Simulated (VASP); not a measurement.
TiB2: single point with PBEsol

The system is TiB2.

```
Ti B
1.0
     3.01730    0.00000    0.00000
    -1.50865    2.61306    0.00000
     0.00000    0.00000    3.18541
Ti B
1 2
Cartesian
  0.0000 0.0000 0.0000
  0.0000 1.7420 1.5927
  1.5086 0.8710 1.5927
```

```json
{
 "Program": "VASP 6.6.1",
 "Task": "single point",
 "Functional": "PBEsol",
 "Potentials or basis": "VASP PAW PBE potentials, release 64 (Ti_sv, B)",
 "Cutoff": "520 eV",
 "k mesh": "16 × 16 × 14",
 "Occupations": "fermi-dirac, width 0.05 eV",
 "Spin": "no spin polarisation"
}
```

```
Pressure               : 0.4 GPa
Band gap on the k mesh : zero (bands 9 and 10 overlap by 0.63 eV)
```

Stress tensor (GPa, compression positive):
```
0.42 0.00 0.00
0.00 0.42 0.00
0.00 0.00 0.29
```

Levels at points of the mesh, in eV from the Fermi level:
| k point | band 5 | band 6 | band 7 | band 8 | band 9 | band 10 | band 11 | band 12 | band 13 | band 14 |
| --- | --- | --- | --- | --- | --- | --- | --- | --- | --- | --- |
| (0.00, 0.00, 0.00) | -13.59 | -2.71 | -2.71 | -2.21 | -2.19 | 1.95 | 1.95 | 3.83 | 3.83 | 5.77 |
| (0.50, 0.00, 0.00) | -9.47 | -9.24 | -3.31 | -3.23 | -2.37 | 1.38 | 2.80 | 3.31 | 3.49 | 7.62 |
| (0.00, 0.00, 0.50) | -11.54 | -7.71 | -0.57 | -0.57 | -0.27 | -0.27 | 0.43 | 0.43 | 1.79 | 6.54 |
| (0.50, 0.00, 0.50) | -9.81 | -7.55 | -4.76 | -3.93 | -3.16 | 2.61 | 3.00 | 4.71 | 4.78 | 5.46 |

It took 110 s on 1 thread of Intel Xeon 8259CL (shared host), peak memory 0.21 GiB.

Caveat: the PAW data sets were made with another functional, which shifts forces and pressure a little.
